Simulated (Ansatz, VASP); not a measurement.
**TiO2 in VASP and in Ansatz**

File POSCAR:

```
TiO2
1.0
    4.5504173822      0.0000000000      0.0000000000
    0.0000000000      4.5504173822      0.0000000000
    0.0000000000      0.0000000000      2.9236560614
Ti O
2 4
Direct
    0.0000000000      0.0000000000      0.0000000000
    0.5000000000      0.5000000000      0.5000000000
    0.3046432207      0.3046432207      0.0000000000
    0.1953567793      0.8046432207      0.5000000000
    0.8046432207      0.1953567793      0.5000000000
    0.6953567793      0.6953567793      0.0000000000
```

Contents of INCAR.step1:

```
PREC = Accurate ; ENCUT = 520
ISMEAR = 0 ; SIGMA = 0.01
LREAL = False ; LASPH = True
NELM = 80 ; NBANDS = 33
GGA = PE ; ALGO = Normal
EDIFF = 1E-4 ; LWAVE = True
LCHARG = False
```

File INCAR.step2:

```
PREC = Accurate ; ENCUT = 520
EDIFF = 1E-7 ; ISMEAR = 0
SIGMA = 0.01 ; LREAL = False
LASPH = True ; NELM = 80
ALGO = Normal ; ISIF = 2
LWAVE = False ; LCHARG = False
METAGGA = R2SCAN ; LMIXTAU = True
NBANDS = 33 ; ISTART = 1
```

The input KPOINTS:

```
Automatic mesh
0
Gamma
  4 4 8
```

Input for Ansatz:

```yaml
crystal:
  lattice:
    - [4.5504173822, 0.0, 0.0]
    - [0.0, 4.5504173822, 0.0]
    - [0.0, 0.0, 2.9236560614]
  atoms:
    - { symbol: Ti, position: [0.0, 0.0, 0.0] }
    - { symbol: Ti, position: [0.5, 0.5, 0.5] }
    - { symbol: O, position: [0.3046432207, 0.3046432207, 0.0] }
    - { symbol: O, position: [0.1953567793, 0.8046432207, 0.5] }
    - { symbol: O, position: [0.8046432207, 0.1953567793, 0.5] }
    - { symbol: O, position: [0.6953567793, 0.6953567793, 0.0] }
kpoints:
  mp_grid: { grid: [4, 4, 8] }
hamiltonian:
  xc: r2scan
scf:
  occupations: { method: fixed }
  n_extra_bands: 5
output:
  forces: true
  stress: true
  eigenvalues: true
```

Alike in both runs: task single point; functional r2SCAN; k mesh 4 × 4 × 8; no spin polarisation.

|  | VASP | Ansatz |
| --- | --- | --- |
| version | VASP 6.6.1 | Ansatz 0.2.0 |
| potentials or method | VASP PAW PBE potentials, release 64 (Ti_sv, O) | plane waves, PAW |
| plane-wave cutoff (eV) | 520 | 500 |
| occupations | gaussian, width 0.01 eV | fixed |
| valence electrons in the cell | 48 | 48 |

|  | VASP | Ansatz | Ansatz less VASP |
| --- | --- | --- | --- |
| gap on the k mesh at the Fermi level (eV) | 2.31 | 2.30 | -0.008 |
| pressure (GPa) | 9.6 | 8.2 | -1.37 |
| traceless stress, the component that is largest in VASP (GPa) | 1.94 | 1.45 | -0.496 |
| rms of the force components (eV/Å) | 0.095 | 0.078 | -0.0167 |

VASP's potentials were made for PBE, not for r2SCAN. Atom by atom the forces differ by 0.017 eV/Å (rms over components).
